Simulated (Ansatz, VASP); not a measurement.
**One calculation of Ti, two programs**

Contents of INCAR:

```
SYSTEM = Ti
PREC = Accurate
ENCUT = 600
EDIFF = 1E-7
ISMEAR = 0
SIGMA = 0.1
LREAL = .False.
LASPH = .True.
NELM = 60
ALGO = Fast
ISIF = 3
LWAVE = .False.
LCHARG = .False.
GGA = PS
IBRION = 2
NSW = 70
EDIFFG = -0.005
```

The input KPOINTS:

```
regular mesh
0
Gamma
  18 18 18
  0 0 0
```

File POSCAR:

```
Ti
1.0
    0.0000000000      2.0560175227      2.0560175227
    2.0560175227      0.0000000000      2.0560175227
    2.0560175227      2.0560175227      0.0000000000
Ti
1
Direct
    0.0000000000      0.0000000000      0.0000000000
```

Input for Ansatz:

```yaml
crystal:
  lattice:
    - [0.0, 2.0560175227, 2.0560175227]
    - [2.0560175227, 0.0, 2.0560175227]
    - [2.0560175227, 2.0560175227, 0.0]
  atoms:
    - { symbol: Ti, position: [0.0, 0.0, 0.0] }
basis:
  ecutwfc: 420
kpoints:
  mp_grid: { grid: [18, 18, 18] }
hamiltonian:
  xc: pbesol
scf:
  occupations: { method: gaussian, width: 0.1 }
output:
  forces: true
  stress: true
  eigenvalues: true
relax:
  adjacent_minimum: "off"
  f_tol: 0.005
  max_steps: 50
  cell: { stress_tol: 0.05 }
```

Alike in both runs: task relaxation of cell and atoms; functional PBEsol; k mesh 18 × 18 × 18; occupations gaussian, width 0.1 eV; no spin polarisation.

|  | VASP | Ansatz |
| --- | --- | --- |
| version | VASP 6.6.1 | Ansatz 0.2.0 |
| potentials or method | VASP PAW PBE potentials, release 64 (Ti_sv), cutoff 600 eV | scalar-relativistic, plane waves, PAW |
| valence electrons in the cell | 12 | 12 |

Ansatz gave:

```
gap on the k mesh at the Fermi level, each at its own relaxed structure (eV) : none
relaxed volume (Å³/atom)                                                     : 16.68
relaxed cell length with the largest relative difference (Å)                 : 2.868
```

Problem. Which values does VASP return?

Solution. gap on the k mesh at the Fermi level, each at its own relaxed structure (eV): none; relaxed volume (Å³/atom): 16.64; relaxed cell length with the largest relative difference (Å): 2.866.

VASP's potentials were made for PBE, not for PBEsol. A gap of «none» marks a metal or a gap that the smearing closes.
